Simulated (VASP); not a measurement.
# Si2IrPd2 (P4/mmm) in VASP: notebook, part 3 of 3

VASP 6.6.1. The steps go on from the part before.

## (6) Relaxation of cell and atoms, PBE

The input, INCAR:

```
SYSTEM = Si2IrPd2
PREC = Accurate ; ENCUT = 500
EDIFF = 1E-7 ; ISMEAR = 0
SIGMA = 0.1 ; LREAL = .False.
LASPH = .True. ; NELM = 120
ALGO = Normal ; ISIF = 3
LWAVE = .False. ; LCHARG = .False.
GGA = PE ; IBRION = 2
NSW = 100 ; EDIFFG = -0.01
GGA_COMPAT = .False. ; NELMIN = 4
```

The input, KPOINTS:

```
Automatic mesh
0
Gamma
  10 10 8
  0 0 0
```

The input, POSCAR:

```
Si2IrPd2
1.0
    3.7905653198      0.0000000000      0.0000000000
    0.0000000000      3.7905653198      0.0000000000
    0.0000000000      0.0000000000      5.3737872990
Si Pd Ir
2 2 1
Direct
    0.0000000000      0.5000000000      0.5000000000
    0.5000000000      0.0000000000      0.5000000000
    0.0000000000      0.0000000000      0.7650318117
    0.0000000000      0.0000000000      0.2349681883
    0.5000000000      0.5000000000      0.0000000000
```

Potentials or basis: VASP PAW PBE potentials, release 64 (Si, Pd, Ir).

Run with:

```console
> cat potpaw_PBE.64/Si/POTCAR potpaw_PBE.64/Pd/POTCAR potpaw_PBE.64/Ir/POTCAR > POTCAR
> mpirun -np 1 vasp_std > vasp.out
```

OUTCAR:

```text
SYSTEM = Si2IrPd2
   PREC = Accurate
   ENCUT = 500
   EDIFF = 1E-7
   ISMEAR = 0
   LREAL = .False.
   LASPH = .True.
   NELM = 120
   ISIF = 3
   GGA = PE
   IBRION = 2
   NSW = 100
   EDIFFG = -0.01
   NELMIN = 4

 ion  position               nearest neighbor table
   1  0.000  0.500  0.500-   3 2.37   4 2.37   3 2.37   4 2.37   2 2.68   2 2.68   2 2.68   2 2.68

   2  0.500  0.000  0.500-   3 2.37   4 2.37   3 2.37   4 2.37   1 2.68   1 2.68   1 2.68   1 2.68

   3  0.000  0.000  0.765-   1 2.37   2 2.37   1 2.37   2 2.37   4 2.53   4 2.85   5 2.96   5 2.96
                             5 2.96   5 2.96
   4  0.000  0.000  0.235-   1 2.37   2 2.37   1 2.37   2 2.37   3 2.53   3 2.85   5 2.96   5 2.96
                             5 2.96   5 2.96
   5  0.500  0.500  0.000-   3 2.96   4 2.96   3 2.96   4 2.96   3 2.96   4 2.96   3 2.96   4 2.96

  LATTYP: Found a simple tetragonal cell.
 ALAT       =     3.7905653198
 C/A-ratio  =     1.4176743693

  Lattice vectors:

 A1 = (   3.7905653198,   0.0000000000,   0.0000000000)
 A2 = (   0.0000000000,   3.7905653198,   0.0000000000)
 A3 = (   0.0000000000,   0.0000000000,   5.3737872990)

Analysis of symmetry for initial positions (statically):
=====================================================================
 Subroutine PRICEL returns:
 Original cell was already a primitive cell.

 Routine SETGRP: Setting up the symmetry group for a
 simple tetragonal supercell.

 Subroutine GETGRP returns: Found 16 space group operations
 (whereof 16 operations were pure point group operations)
 out of a pool of 16 trial point group operations.

The static configuration has the point symmetry D_4h.

Analysis of symmetry for dynamics (positions and initial velocities):
=====================================================================
 Subroutine PRICEL returns:
[... 140 lines left out ...]
   GGA     = PE    functional components
   LHFCALC =     F    Hartree Fock is set to
   AEXX    =    0.0000 exact exchange contribution
   IVDW    =     0    specifies the selected vdW correction
   LEPSILON=     F    determine dielectric tensor
   LRPA    =     F    only Hartree local field effects (RPA)
 conjugate gradient relaxation of ions
 non-spin polarized calculation
 Gauss-broadening in eV      SIGMA  =   0.10
  energy-cutoff  :      500.00
  volume of cell :       77.21
 maximum number of plane-waves:      1984
 NGX is ok and might be reduce to    28
   NGX = 13   NGY = 13   NGZ = 19

--------------------------------------- Ionic step        1  -------------------------------------------

 number of electron      36.9999997 magnetization

 Free energy of the ion-electron system (eV)
  ---------------------------------------------------
  ext. energy  EPLUGINS =         0.00000000
  ---------------------------------------------------
  free energy    TOTEN  =       -28.79477738 eV

  energy without entropy =      -28.78065299  energy(sigma->0) =      -28.78771518

------------------------ aborting loop because EDIFF is reached ----------------------------------------

  FORCE on cell =-STRESS in cart. coord.  units (eV):
  Direction    XX          YY          ZZ          XY          YZ          ZX
  --------------------------------------------------------------------------------------
  -------------------------------------------------------------------------------------
  Total        0.3305993      0.3305993      0.0138217      0.0000000      0.0000000     -0.0000000
  in kB        6.8599996      6.8599996      0.2868027      0.0000000      0.0000000     -0.0000000
  external PRESSURE =       4.6689340 kB  Pullay stress =       0.0000000 kB
[... 260 lines left out ...]
--------------------------------------- Ionic step        8  -------------------------------------------

 number of electron      37.0000003 magnetization

 Free energy of the ion-electron system (eV)
  ---------------------------------------------------
  ext. energy  EPLUGINS =         0.00000000
  ---------------------------------------------------
  free energy    TOTEN  =       -28.79648164 eV

  energy without entropy =      -28.78283596  energy(sigma->0) =      -28.78965880

 E-fermi :   9.3366     XC(G=0): -12.1203

 val. band max:        9.3326292905   @ k =   0.4000   0.1000   0.2500
 cond. band min:       9.3391993659   @ k =   0.4000   0.3000   0.5000
 fundamental gap:      0.0065700754
 Fermi energy:         9.3365847888

 k-point     1 :       0.0000    0.0000    0.0000
  band No.  band energies     occupation
      1      -3.1275      2.00000
      2       2.3748      2.00000
      3       2.7279      2.00000
      4       2.7279      2.00000
      5       3.1309      2.00000
      6       3.4162      2.00000
[... 589 lines left out ...]
     21      10.7052      0.00000
     22      12.6609      0.00000

 [... further k-points ...]

------------------------ aborting loop because EDIFF is reached ----------------------------------------

  FORCE on cell =-STRESS in cart. coord.  units (eV):
  Direction    XX          YY          ZZ          XY          YZ          ZX
  --------------------------------------------------------------------------------------
  -------------------------------------------------------------------------------------
  Total       -0.0421567     -0.0421567      0.0496688      0.0000000     -0.0000000      0.0000000
  in kB       -0.8717690     -0.8717690      1.0271139      0.0000000     -0.0000000      0.0000000
  external PRESSURE =      -0.2388080 kB  Pullay stress =       0.0000000 kB
[... 20 lines left out ...]
  FREE ENERGIE OF THE ION-ELECTRON SYSTEM (eV)
  ---------------------------------------------------
  free  energy   TOTEN  =       -28.7964816409 eV

  energy  without entropy=      -28.7828359642  energy(sigma->0) =      -28.78965880

 reached required accuracy - stopping structural energy minimisation
```

Wall time 24 min (1 thread of Intel Xeon 8259CL, shared host); peak memory 0.33 GiB.

What came out:

```yaml
Free_energy: -28.7965 eV
Relaxed_volume: 15.50 Å³/atom
Relaxed_cell: a = 3.812 Å, b = 3.812 Å, c = 5.331 Å, α = 90.00°, β = 90.00°, γ = 90.00°
Space_group_after_relaxing_to_0.1_Å: P4/mmm (No. 123)
Energy_gained_by_relaxing: 0.3 meV/atom
Ionic_steps: 8
Pressure_after_relaxing: 0.0 GPa
Largest_force_after_relaxing: 0.010 eV/Å
Band_gap_on_the_k_mesh: zero (an odd number of electrons rules out a gap without spin polarisation)
```

Forces on the atoms (eV/Å):
```
Si   0.000  0.000  0.000
Si   0.000  0.000  0.000
Pd   0.000  0.000 -0.010
Pd   0.000  0.000  0.010
Ir   0.000  0.000  0.000
```

Stress tensor (GPa, compression positive):
```
-0.09  0.00  0.00
 0.00 -0.09  0.00
 0.00  0.00  0.10
```

The path:
```tsv
step	energy change (eV)	largest force (eV/Å)	pressure (GPa)	volume (Å³)
1	0.0000	0.1984	0.47	77.21
2	0.0001	0.1837	-0.75	77.72
3	-0.0014	0.0108	-0.14	77.46
4	-0.0015	0.0230	0.10	77.34
5	-0.0015	0.0171	0.06	77.36
6	-0.0016	0.0167	0.05	77.37
7	-0.0018	0.0152	0.03	77.41
8	-0.0017	0.0100	-0.02	77.48
```

Final structure:
```
Si Pd Ir
1.0
     3.81219    0.00000    0.00000
     0.00000    3.81219    0.00000
     0.00000    0.00000    5.33121
Si Pd Ir
2 2 1
Cartesian
  3.8122 1.9061 2.6656
  1.9061 0.0000 2.6656
  0.0000 3.8122 4.0796
  0.0000 0.0000 1.2516
  1.9061 1.9061 0.0000
```

Caveat: spin-orbit coupling is left out, which moves the levels of the heavy elements.

## (7) Overview

```tsv
task	spin	cell	k mesh	gap on the mesh (eV)	pressure (GPa)	relaxed volume (Å³/atom)	largest force (eV/Å)
single point	off	a = 3.791, b = 3.791, c = 5.374 Å, 5 atoms, atomic positions A	4 × 4 × 4	none	0.2	-	0.08
relaxation of cell and atoms	off	relaxed from a = 4.409, b = 4.409, c = 4.681 Å, 5 atoms, atomic positions B	4 × 4 × 4	none	-0.1	15.47	0.02
single point	collinear	a = 3.791, b = 3.791, c = 5.374 Å, 5 atoms, atomic positions A	4 × 4 × 4	none	0.2	-	0.08
single point	off	a = 3.804, b = 3.804, c = 5.347 Å, 5 atoms, atomic positions A	10 × 10 × 8	none	0.1	-	0.08
relaxation of cell and atoms	off	relaxed from a = 3.791, b = 3.791, c = 5.374 Å, 5 atoms, atomic positions A	10 × 10 × 8	none	0.0	15.50	0.01
```

Alike in all rows: level PBE; potentials or basis VASP PAW PBE potentials, release 64 (Si, Pd, Ir); cutoff (eV) 500; smearing gaussian 0.1 eV.

Caveats: some runs use coarse meshes; spin-orbit coupling is left out, which moves the levels of the heavy elements; the volume moved by over 15 % at a fixed basis, so the end points are rough (at least some runs).

Absolute energies hang on the potentials; compare differences alone.
